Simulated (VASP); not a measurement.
Set up this calculation in VASP 6.6.1, as the native input.

| Property | Result |
| --- | --- |
| Task | relaxation of cell and atoms |
| Functional | PBE |
| Potentials or basis | VASP PAW PBE potentials, release 64 (Al, B, P) |
| Cutoff | 600 eV |
| k mesh | 10 × 10 × 4 |
| Occupations | gaussian, width 0.02 eV |
| Spin | no spin polarisation |
| Dipole correction | no |
| Further INCAR settings | ALGO = Normal; EDIFF = 1e-06; IBRION = 2; EDIFFG = -0.01; NSW = 100; ISIF = 3 |

The structure of AlB3P4 lies in POSCAR:

```
AlB3P4
1.0
    3.3397347235      0.0000000000      0.0000000000
    0.0000000000      3.3397347235      0.0000000000
    0.0000000000      0.0000000000      9.8541819959
Al B P
1 3 4
Direct
    0.0000000000      0.0000000000      0.0000000000
    0.5000000000      0.5000000000      0.7272314650
    0.0000000000      0.0000000000      0.5000000000
    0.5000000000      0.5000000000      0.2727685350
    0.0000000000      0.5000000000      0.6132338027
    0.5000000000      0.0000000000      0.3867661973
    0.0000000000      0.5000000000      0.1610031055
    0.5000000000      0.0000000000      0.8389968945
```

The input as run:

INCAR

```
PREC = Accurate
ENCUT = 600
EDIFF = 1E-6
ISMEAR = 0
SIGMA = 0.02
LREAL = False
LASPH = True
NELM = 60
ALGO = Normal
ISIF = 3
LWAVE = False
LCHARG = False
GGA = PE
IBRION = 2
NSW = 100
EDIFFG = -0.01
```

KPOINTS

```
Automatic mesh
0
Gamma
  10 10 4
```

Potentials or basis: VASP PAW PBE potentials, release 64 (Al, B, P).

The run is started by

```sh
$ cat potpaw_PBE.64/Al/POTCAR potpaw_PBE.64/B/POTCAR potpaw_PBE.64/P/POTCAR > POTCAR
$ mpirun -np 1 vasp_std > vasp.out
```

It gave:

```
Relaxed volume                         : 13.74 Å³/atom
Relaxed cell                           : a = 3.344 Å, b = 3.344 Å, c = 9.833 Å, α = 90.00°, β = 90.00°, γ = 90.00°
Space group after relaxing (to 0.05 Å) : P-4m2 (No. 115)
Energy gained by relaxing              : 0.1 meV/atom
Ionic steps                            : 4
Pressure after relaxing                : 0.0 GPa
Largest force after relaxing           : 0.009 eV/Å
Band gap on the k mesh                 : 0.51 eV, indirect (least direct gap 0.59 eV)
```

It took 2.8 min on 1 thread of AMD EPYC 9R45 96-Core Processor (Zen 5), with other jobs on the host, peak memory 0.31 GiB.
